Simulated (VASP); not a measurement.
Runs of VASP 6.6.1 on Na. The structure is that of space group P6_3/mmc (No. 194), or close to it. The cells are those of the table. 

| cell | k mesh | gap on the mesh (eV) | pressure (GPa) |
| --- | --- | --- | --- |
| a = 3.814, b = 3.814, c = 12.455 Å, angles 90.0, 90.0, 120.0°, 4 atoms | 11 × 11 × 3 | none | (a) |
| a = 3.607, b = 3.607, c = 11.781 Å, angles 90.0, 90.0, 120.0°, 4 atoms | 11 × 11 × 3 | none | 1.3 |
| a = 3.713, b = 3.713, c = 12.127 Å, angles 90.0, 90.0, 120.0°, 4 atoms | 11 × 11 × 3 | none | 0.4 |
| a = 3.764, b = 3.764, c = 12.293 Å, angles 90.0, 90.0, 120.0°, 4 atoms | 10 × 10 × 3 | none | 0.1 |
| a = 3.909, b = 3.909, c = 12.767 Å, angles 90.0, 90.0, 120.0°, 4 atoms | 11 × 11 × 3 | none | -0.6 |
| a = 3.862, b = 3.862, c = 12.613 Å, angles 90.0, 90.0, 120.0°, 4 atoms | 11 × 11 × 3 | none | -0.4 |
| a = 3.661, b = 3.661, c = 11.956 Å, angles 90.0, 90.0, 120.0°, 4 atoms | 11 × 11 × 3 | none | (b) |
| a = 3.764, b = 3.764, c = 12.293 Å, angles 90.0, 90.0, 120.0°, 4 atoms | 13 × 13 × 4 | none | 0.1 |
| a = 3.764, b = 3.764, c = 12.293 Å, angles 90.0, 90.0, 120.0°, 4 atoms | 11 × 11 × 3 | none | 0.1 |

Alike in all rows: task single point; level r2SCAN; potentials or basis VASP PAW PBE potentials, release 64 (Na_pv); no spin polarisation; cutoff (eV) 520; smearing fermi-dirac 0.1 eV.

**Question.** Estimate the missing entries.

**Answer.** (a) -0.3; (b) 0.7.

Caveats: the PAW data sets were made with another functional, which shifts forces and pressure a little.

A gap of «none» marks levels without a gap at the run's occupations.
